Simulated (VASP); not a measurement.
# Cr (Pm-3m) in VASP: further runs, part 2 of 2

VASP 6.6.1. Earlier steps stand in the parts before.

## (4) Single point, PBE

This run uses another cell than the first one, of 13.31 Å³/atom, 1.020 times its volume.

File INCAR:

```
SYSTEM = Cr
PREC     = Accurate       ! precision mode
ENCUT    = 500            ! plane-wave cutoff, eV
EDIFF    = 1E-6           ! SCF threshold, eV
ISMEAR   = -1             ! smearing method
SIGMA    = 0.06122561905347299 ! smearing width, eV
LREAL    = .FALSE.        ! projectors in reciprocal space
LASPH    = .TRUE.         ! aspherical terms in the spheres
NELM     = 120            ! most SCF steps
ALGO     = Normal         ! electronic algorithm
ISIF     = 2              ! what is computed and relaxed
LWAVE    = .FALSE.        ! write WAVECAR
LCHARG   = .FALSE.        ! write CHGCAR
GGA      = PE             ! functional
NBANDS   = 12             ! bands
GGA_COMPAT= .FALSE.
```

File KPOINTS:

```
regular mesh
0
G
  16 16 16
  0 0 0
```

File POSCAR:

```
Cr
1.0
    2.3700129015      0.0000000000      0.0000000000
    0.0000000000      2.3700129015      0.0000000000
    0.0000000000      0.0000000000      2.3700129015
Cr
1
Direct
    0.0000000000      0.0000000000      0.0000000000
```

Potentials or basis: VASP PAW PBE potentials, release 64 (Cr_pv).

Started as:

```bash
$ cat potpaw_PBE.64/Cr_pv/POTCAR > POTCAR
$ mpirun -np 1 vasp_std > vasp.out
```

OUTCAR:

```text
SYSTEM = Cr
   PREC = Accurate
   ENCUT = 500
   EDIFF = 1E-6
   ISMEAR = -1
   LREAL = .FALSE.
   LASPH = .TRUE.
   NELM = 120
   ISIF = 2
   GGA = PE

 ion  position               nearest neighbor table
   1  0.000  0.000  0.000-

  LATTYP: Found a simple cubic cell.
 ALAT       =     2.3700129015

  Lattice vectors:

 A1 = (   2.3700129015,   0.0000000000,   0.0000000000)
 A2 = (   0.0000000000,   2.3700129015,   0.0000000000)
 A3 = (   0.0000000000,   0.0000000000,   2.3700129015)

Analysis of symmetry for initial positions (statically):
=====================================================================
 Subroutine PRICEL returns:
 Original cell was already a primitive cell.

 Routine SETGRP: Setting up the symmetry group for a
 simple cubic supercell.

 Subroutine GETGRP returns: Found 48 space group operations
[... 9 lines left out ...]

 Routine SETGRP: Setting up the symmetry group for a
 simple cubic supercell.

 Subroutine GETGRP returns: Found 48 space group operations
[... 11 lines left out ...]
                                     Primitive cell

  volume of cell :      13.3123

  direct lattice vectors                    reciprocal lattice vectors
     2.370012901  0.000000000  0.000000000     0.421938631  0.000000000  0.000000000
     0.000000000  2.370012901  0.000000000     0.000000000  0.421938631  0.000000000
     0.000000000  0.000000000  2.370012901     0.000000000  0.000000000  0.421938631

  length of vectors
     2.370012901  2.370012901  2.370012901     0.421938631  0.421938631  0.421938631

  position of ions in fractional coordinates (direct lattice)
     0.000000000  0.000000000  0.000000000

  ion indices of the primitive-cell ions
   primitive index   ion index
                 1           1

----------------------------------------------------------------------------------------

 KPOINTS: regular mesh

Automatic generation of k-mesh.
 Grid dimensions read from file:
 generate k-points for:   16   16   16

 Generating k-lattice:

  Cartesian coordinates                     Fractional coordinates (reciprocal lattice)
     0.026371164  0.000000000  0.000000000     0.062500000  0.000000000  0.000000000
     0.000000000  0.026371164  0.000000000     0.000000000  0.062500000  0.000000000
     0.000000000  0.000000000  0.026371164     0.000000000  0.000000000  0.062500000

  Length of vectors
     0.026371164  0.026371164  0.026371164

  Shift w.r.t. Gamma in fractional coordinates (k-lattice)
     0.000000000  0.000000000  0.000000000

 Subroutine IBZKPT returns following result:
 ===========================================

 Found    165 irreducible k-points:

 Following reciprocal coordinates:
            Coordinates               Weight
  0.000000  0.000000  0.000000      1.000000
  0.062500  0.000000  0.000000      6.000000
  0.125000  0.000000  0.000000      6.000000
  0.187500  0.000000  0.000000      6.000000
  0.250000  0.000000  0.000000      6.000000
  0.312500  0.000000  0.000000      6.000000
[... 16 lines left out ...]
  0.437500  0.125000  0.000000     24.000000
  0.500000  0.125000  0.000000     12.000000
 [... further k-points ...]
   k-points           NKPTS =    165   k-points in BZ     NKDIM =    165   number of bands    NBANDS=     12
   number of dos      NEDOS =    301   number of ions     NIONS =      1
   total plane-waves  NPLWV =   5832
   dimension x,y,z NGX =    18 NGY =   18 NGZ =   18
   dimension x,y,z NGXF=    36 NGYF=   36 NGZF=   36
   ions per type =               1
   NGX,Y,Z   is equivalent  to a cutoff of  12.63, 12.63, 12.63 a.u.
   NGXF,Y,Z  is equivalent  to a cutoff of  25.25, 25.25, 25.25 a.u.
 SYSTEM =  Cr
   PREC   = accura    normal or accurate (medium, high low for compatibility)
   ISTART =      0    job   : 0-new  1-cont  2-samecut
   ICHARG =      2    charge: 1-file 2-atom 10-const
   ISPIN  =      1    spin polarized calculation?
   LNONCOLLINEAR =      F non collinear calculations
   LSORBIT =      F    spin-orbit coupling
   LASPH  =      T    aspherical Exc in radial PAW
   ENCUT  =  500.0 eV  36.75 Ry    6.06 a.u.   4.32  4.32  4.32*2*pi/ulx,y,z
   NELM   =    120;   NELMIN=  2; NELMDL= -5     # of ELM steps
   EDIFF  = 0.1E-05   stopping-criterion for ELM
   LREAL  =      F    real-space projection
   EDIFFG = 0.1E-04   stopping-criterion for IOM
   NSW    =      0    number of steps for IOM
   IBRION =     -1    ionic relax: 0-MD 1-quasi-New 2-CG
   NFREE  =      0    steps in history (QN), initial steepest desc. (CG)
   ISIF   =      2    stress and relaxation
   ISYM   =      2    0-nonsym 1-usesym 2-fastsym
   POTIM  = 0.5000    time-step for ionic-motion
   TEBEG  =    0.0;   TEEND  =   0.0 temperature during run
   PSTRESS=    0.0 pullay stress
   NELECT =      12.0000    total number of electrons
   NUPDOWN=      -1.0000    fix difference up-down
   EMIN   =  10.00;   EMAX   =-10.00  energy-range for DOS
   EFERMI =   0.00;   METHOD = LEGACY
   ISMEAR =    -1;   SIGMA  =   0.06  broadening in eV -4-tet -1-fermi 0-gaus
   EFERMI_NEDOS =   21; number of points for ismear=-14 and -15
   IALGO  =     38    algorithm
   IMIX   =      4    mixing-type and parameters
     AMIX     =   0.40;   BMIX     =  1.00
     AMIX_MAG =   1.60;   BMIX_MAG =  1.00
  volume/ion in A,a.u.               =      13.31        89.84
  Fermi-wavevector in a.u.,A,eV,Ry     =   1.581434  2.988478 34.027287  2.500935
  Thomas-Fermi vector in A             =   2.681510
   LORBIT       =      0    0 simple, 1 ext, 2 COOP (PROOUT), +10 PAW based schemes
   GGA     = PE    functional components
   LHFCALC =     F    Hartree Fock is set to
   AEXX    =    0.0000 exact exchange contribution
   IVDW    =     0    specifies the selected vdW correction
   LEPSILON=     F    determine dielectric tensor
   LRPA    =     F    only Hartree local field effects (RPA)
 non-spin polarized calculation
  energy-cutoff  :      500.00
  volume of cell :       13.31
 maximum number of plane-waves:       356
 NGX is ok and might be reduce to    18
   NGX =  9   NGY =  9   NGZ =  9

 number of electron      12.0000023 magnetization

 Free energy of the ion-electron system (eV)
  ---------------------------------------------------
  ext. energy  EPLUGINS =         0.00000000
  ---------------------------------------------------
  free energy    TOTEN  =        -8.49882238 eV

  energy without entropy =       -8.48191048  energy(sigma->0) =       -8.49036643

 E-fermi :   9.1463     XC(G=0): -12.7406

 val. band max:        9.1436557316   @ k =   0.3125   0.3125   0.1250
 cond. band min:       9.1464207800   @ k =   0.4375   0.2500   0.2500
 fundamental gap:      0.0027650484
 Fermi energy:         9.1463250675

 k-point     1 :       0.0000    0.0000    0.0000
  band No.  band energies     occupation
      1     -33.4208      2.00000
      2     -33.4208      2.00000
      3     -33.4208      2.00000
      4       1.9531      2.00000
      5       6.1401      2.00000
      6       6.1401      2.00000
      7      11.4893      0.00000
      8      11.4893      0.00000
      9      11.4893      0.00000
     10      16.6462      0.00000
     11      28.2661      0.00000
     12      28.2661      0.00000

 k-point     2 :       0.0625    0.0000    0.0000
  band No.  band energies     occupation
      1     -33.4571      2.00000
      2     -33.4178      2.00000
      3     -33.4178      2.00000
      4       2.0741      2.00000
      5       6.1658      2.00000
      6       6.2247      2.00000
      7      11.4082      0.00000
      8      11.4082      0.00000
      9      11.4956      0.00000
     10      16.6462      0.00000
     11      27.1124      0.00000
     12      28.4492      0.00000
[... 301 lines left out ...]
 k-point    23 :       0.4375    0.1250    0.0000
  band No.  band energies     occupation
      1     -34.2836      2.00000
      2     -33.4736      2.00000
      3     -33.3315      2.00000
      4       6.2089      2.00000
      5       7.1243      2.00000
      6       7.6519      2.00000
      7       9.7648      0.00008
      8      10.6485      0.00000
      9      11.3877      0.00000
     10      16.4466      0.00000
     11      16.6811      0.00000
     12      28.6923      0.00000

 k-point    24 :       0.5000    0.1250    0.0000
  band No.  band energies     occupation
      1     -34.3169      2.00000
      2     -33.4702      2.00000
      3     -33.3284      2.00000
      4       6.5156      2.00000
      5       7.2528      2.00000
      6       7.3873      2.00000
      7       9.7046      0.00022
      8      10.8352      0.00000
      9      11.3955      0.00000
     10      16.0447      0.00000
     11      16.6586      0.00000
     12      28.8454      0.00000

 [... further k-points ...]

------------------------ aborting loop because EDIFF is reached ----------------------------------------

  FORCE on cell =-STRESS in cart. coord.  units (eV):
  Direction    XX          YY          ZZ          XY          YZ          ZX
  --------------------------------------------------------------------------------------
  -------------------------------------------------------------------------------------
  Total       -0.5745603     -0.5745603     -0.5745603     -0.0000000     -0.0000000      0.0000000
  in kB      -69.1503056    -69.1503056    -69.1503056     -0.0000000     -0.0000000      0.0000000
  external PRESSURE =     -69.1503056 kB  Pullay stress =       0.0000000 kB

 VOLUME and BASIS-vectors are now :
 -----------------------------------------------------------------------------
  energy-cutoff  :      500.00
  volume of cell :       13.31
      direct lattice vectors                 reciprocal lattice vectors
     2.370012901  0.000000000  0.000000000     0.421938631  0.000000000  0.000000000
     0.000000000  2.370012901  0.000000000     0.000000000  0.421938631  0.000000000
     0.000000000  0.000000000  2.370012901     0.000000000  0.000000000  0.421938631

 POSITION                                       TOTAL-FORCE (eV/Angst)
 -----------------------------------------------------------------------------------
      0.00000      0.00000      0.00000         0.000000      0.000000      0.000000
 -----------------------------------------------------------------------------------
    total drift:                               -0.000000      0.000000      0.000000

  FREE ENERGIE OF THE ION-ELECTRON SYSTEM (eV)
  ---------------------------------------------------
  free  energy   TOTEN  =        -8.4988223810 eV

  energy  without entropy=       -8.4819104833  energy(sigma->0) =       -8.49036643
```

Wall time 25 s (1 thread of Intel Xeon 8259CL, shared host); peak memory 0.14 GiB.

Results:

```yaml
Free_energy: -8.4988 eV
Pressure: -6.9 GPa
Band_gap_on_the_k_mesh: zero (band 6 reaches 10.16 eV, above the bottom of band 7 at 8.53 eV)
```

Caveat: the run has no spin polarisation, though such a crystal can be magnetic.

## (5) Single point, PBE

This run uses another cell than the first one, of 13.57 Å³/atom, 1.039 times its volume.

File INCAR:

```
SYSTEM = Cr
ALGO = Normal ; EDIFF = 1E-6
ENCUT = 500 ; GGA = PE
GGA_COMPAT = .False. ; ISIF = 2
ISMEAR = -1 ; LASPH = .True.
LCHARG = .False. ; LREAL = .False.
LWAVE = .False. ; NBANDS = 12
NELM = 120 ; PREC = Accurate
SIGMA = 0.06122561905347299
```

File KPOINTS:

```
k-points
0
Gamma
  16 16 16
  0 0 0
```

File POSCAR:

```
Cr
1.0
    2.3851089321      0.0000000000      0.0000000000
    0.0000000000      2.3851089321      0.0000000000
    0.0000000000      0.0000000000      2.3851089321
Cr
1
Direct
    0.0000000000      0.0000000000      0.0000000000
```

Started as:

```bash
$ cat potpaw_PBE.64/Cr_pv/POTCAR > POTCAR
$ mpirun -np 1 vasp_std > vasp.out
```

Wall time 26 s (1 thread of Intel Xeon 8259CL, shared host); peak memory 0.14 GiB.

Results (log left out):

```yaml
Free_energy: -8.4857 eV
Pressure: -9.9 GPa
Band_gap_on_the_k_mesh: zero (band 6 reaches 9.90 eV, above the bottom of band 7 at 8.31 eV)
```

Levels at points of the mesh, in eV from the Fermi level:
| k point | band 3 | band 4 | band 5 | band 6 | band 7 | band 8 | band 9 | band 10 |
| --- | --- | --- | --- | --- | --- | --- | --- | --- |
| (0.00, 0.00, 0.00) | -42.59 | -7.12 | -2.93 | -2.93 | 2.28 | 2.28 | 2.28 | 7.48 |
| (0.50, 0.00, 0.00) | -42.52 | -2.99 | -2.23 | -0.67 | 0.49 | 0.49 | 2.44 | 6.74 |
| (0.50, 0.50, 0.00) | -42.44 | -4.16 | -1.59 | 0.88 | 0.88 | 3.44 | 5.85 | 5.85 |
| (0.50, 0.50, 0.50) | -43.22 | -2.66 | -2.66 | -2.66 | 3.54 | 3.54 | 7.48 | 11.09 |

Caveat: the run has no spin polarisation, though such a crystal can be magnetic.

## (6) Single point, PBE

This run uses another cell than the first one, of 13.57 Å³/atom, 1.039 times its volume.

File INCAR:

```
ALGO     = Normal         # electronic algorithm
EDIFF    = 1E-6           # SCF threshold, eV
ENCUT    = 500            # plane-wave cutoff, eV
GGA      = PE             # functional
GGA_COMPAT= F            
ISIF     = 2              # what is computed and relaxed
ISMEAR   = -1             # smearing method
LASPH    = T              # aspherical terms in the spheres
LCHARG   = T              # write CHGCAR
LELF     = T              # ELF
LREAL    = F              # projectors in reciprocal space
LVHAR    = T            
LWAVE    = F              # write WAVECAR
NBANDS   = 12             # bands
NELM     = 120            # most SCF steps
PREC     = Accurate       # precision mode
SIGMA    = 0.06122561905347299 # smearing width, eV
```

File KPOINTS:

```
k-points
0
Gamma
  16 16 16
```

POSCAR is that of step 5.

Potentials or basis: VASP PAW PBE potentials, release 64 (Cr_pv).

Started as:

```bash
$ cat potpaw_PBE.64/Cr_pv/POTCAR > POTCAR
$ mpirun -np 1 vasp_std > vasp.out
```

It took 26 s on 1 thread of Intel Xeon 8259CL, shared host; peak memory 0.13 GiB.

It converged, with:

```yaml
Free_energy: -8.4857 eV
Pressure: -9.9 GPa
Band_gap_on_the_k_mesh: zero (band 6 reaches 9.90 eV, above the bottom of band 7 at 8.31 eV)
```

Levels at points of the mesh, in eV from the Fermi level:
```csv
k point,band 4,band 5,band 6,band 7,band 8,band 9
"(0.00, 0.00, 0.00)",-7.12,-2.93,-2.93,2.28,2.28,2.28
"(0.50, 0.00, 0.00)",-2.99,-2.23,-0.67,0.49,0.49,2.44
"(0.50, 0.50, 0.00)",-4.16,-1.59,0.88,0.88,3.44,5.85
"(0.50, 0.50, 0.50)",-2.66,-2.66,-2.66,3.54,3.54,7.48
```

Caveat: the run has no spin polarisation, though such a crystal can be magnetic.

## (7) Summary

| cell | gap on the mesh (eV) | pressure (GPa) |
| --- | --- | --- |
| a = 2.355 Å, 1 atom | none | -3.6 |
| a = 2.370 Å, 1 atom | none | -6.9 |
| a = 2.385 Å, 1 atom | none | -9.9 |

Alike in all rows: task single point; level PBE; potentials or basis VASP PAW PBE potentials, release 64 (Cr_pv); no spin polarisation; k mesh 16 × 16 × 16; cutoff (eV) 500; smearing fermi-dirac 0.0612256 eV.

Caveats: the run has no spin polarisation, though such a crystal can be magnetic.

Absolute energies hang on the potentials; compare differences alone.
